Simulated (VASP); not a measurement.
Crystal: HfB2.

```
CELL_PARAMETERS angstrom
3.14000 0.00000 0.00000
-1.57000 2.71932 0.00000
0.00000 0.00000 3.48000
ATOMIC_POSITIONS crystal
Hf 0.00000 0.00000 0.00000
B 0.66667 0.33333 0.50000
B 0.33333 0.66667 0.50000
```

```yaml
Program: VASP 6.6.1
Task: relaxation of cell and atoms
Functional: PBE
Dispersion: D4
Potentials_or_basis: VASP PAW PBE potentials, release 64 (Hf_pv, B)
Cutoff: 600 eV
k_mesh: 10 × 10 × 8
Occupations: fermi-dirac, width 0.05 eV
Spin: no spin polarisation
```

At the start: pressure -4.8 GPa; volume 9.90 Å³/atom.

Task: How do energy, volume and symmetry change on relaxing?

Result: Over 5 steps the energy falls by 2.9 meV/atom and the volume is 9.71 Å³/atom (-1.9 %); space group P6/mmm (No. 191, to 0.1 Å) before and after.

Step by step:
```tsv
step	energy change (eV)	largest force (eV/Å)	pressure (GPa)	volume (Å³)
1	0.0000	0.0000	-4.77	29.71
2	0.0052	0.0000	6.62	28.47
3	-0.0086	0.0000	0.01	29.15
4	-0.0086	0.0000	0.14	29.14
5	-0.0088	0.0000	0.10	29.14
```

Final structure:
```
CELL_PARAMETERS angstrom
3.12417 0.00000 0.00000
-1.56208 2.70561 0.00000
0.00000 0.00000 3.44750
ATOMIC_POSITIONS crystal
Hf 0.00000 0.00000 0.00000
B 0.66667 0.33333 0.50000
B 0.33333 0.66667 0.50000
```
